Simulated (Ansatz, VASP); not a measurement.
## One calculation of Cu, two programs

```
Cu
1.0
    11.57025    0.00000    0.00000
     0.00000    2.23821    0.00000
    -4.59562    0.00000   21.74339
Cu
1
Cartesian
  3.4873 1.1191 10.8717
```

Alike in both runs: task single point; functional PBE; k mesh 1 × 2 × 1; occupations gaussian, width 0.1 eV; no spin polarisation.

```csv
,VASP,Ansatz
version,VASP 6.6.1,Ansatz 0.2.0
potentials or method,"VASP PAW PBE potentials, release 64 (Cu), cutoff 520 eV","scalar-relativistic, plane waves, PAW"
valence electrons in the cell,11,19
```

VASP gave:

* pressure (GPa): 0.2
* traceless stress, the component that is largest in VASP (GPa): 0.43

Q: What did Ansatz give for the same quantities?

A: Pressure (GPa): 0.2; traceless stress, the component that is largest in VASP (GPa): 0.42.

The functional is the same, so the differences come from potentials, cutoffs and numerics. VASP's potentials hold 11 valence electrons a cell and Ansatz's 19, so a difference there can come from the potentials and not from the codes. Ansatz's warnings: optics on partly filled bands.

The k mesh is coarse, so the values compare programs but aren't converged.
